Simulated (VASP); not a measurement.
Co:

```
CELL_PARAMETERS angstrom
2.80827 0.00000 0.00000
0.00000 2.80827 0.00000
0.00000 0.00000 2.80827
ATOMIC_POSITIONS crystal
Co 0.00000 0.00000 0.00000
Co 0.50000 0.50000 0.50000
```

```yaml
Program: VASP 6.6.1
Task: relaxation of cell and atoms
Functional: revPBE
Potentials_or_basis: VASP PAW PBE potentials, release 64 (Co)
Cutoff: 600 eV
k_mesh: 11 × 11 × 11
Occupations: fermi-dirac, width 0.05 eV
Spin: collinear spin, antiferromagnetic start
Starting_moments: "[1.7, -1.7] μB"
```

At the start: pressure -3.9 GPa; volume 11.07 Å³/atom.

Task: Where does the relaxation end?

Result: Over 3 steps the energy falls by 2.9 meV/atom and the volume is 10.84 Å³/atom (-2.1 %); space group Im-3m (No. 229, to 0.05 Å); moment 0.00 μB per cell.

The path:
```
step  energy change (eV)  largest force (eV/Å)  pressure (GPa)  volume (Å³)
   1              0.0000                0.0000           -3.92        22.15
   2             -0.0010                0.0000            3.92        21.29
   3             -0.0058                0.0000            0.01        21.69
```

Final structure:
```cif
data_structure
_symmetry_space_group_name_H-M 'P 1'
_symmetry_Int_Tables_number 1
_cell_length_a 2.7888
_cell_length_b 2.7888
_cell_length_c 2.7888
_cell_angle_alpha 90.000
_cell_angle_beta 90.000
_cell_angle_gamma 90.000
_cell_volume 21.69
loop_
_atom_site_label
_atom_site_type_symbol
_atom_site_fract_x
_atom_site_fract_y
_atom_site_fract_z
_atom_site_occupancy
Co1 Co 0.00000 0.00000 0.00000 1
Co2 Co 0.50000 0.50000 0.50000 1
```

Caveat: the PAW data sets were made with another functional, which shifts forces and pressure a little.
